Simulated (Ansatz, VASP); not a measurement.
SiC in VASP and in Ansatz

```
Si C
1.0
     0.00000    2.17400    2.17400
     2.17400    0.00000    2.17400
     2.17400    2.17400    0.00000
Si C
1 1
Direct
  0.95934 0.00000 0.00000
  0.75000 0.75000 0.75000
```

Change from the starting cell: all Si atoms moved +0.125 Å, as atom 1 towards its neighbour atom 1 (Si) at 3.075 Å.

Alike in both runs: task single point; functional LDA; k mesh 14 × 14 × 14; occupations gaussian, width 0.05 eV; no spin polarisation.

```csv
,VASP,Ansatz
version,VASP 6.6.1,Ansatz 0.2.0
potentials or method,"VASP PAW LDA potentials, release 64 (Si, C), cutoff 520 eV","scalar-relativistic, plane waves, PAW"
valence electrons in the cell,8,8
```

```csv
,VASP,Ansatz,Ansatz less VASP
gap on the k mesh at the Fermi level (eV),0.71,0.72,+0.012
least direct gap on the mesh (eV),4.25,4.26,+0.011
pressure (GPa),-0.7,-1.0,-0.38
"traceless stress, the component that is largest in VASP (GPa)",5.77,5.73,-0.048
rms of the force components (eV/Å),1.431,1.430,-0.0009
```

LDA's correlation is that of Perdew and Zunger in VASP and of Perdew and Wang (1992) in Ansatz. Atom by atom the forces differ by 0.002 eV/Å (rms over components).
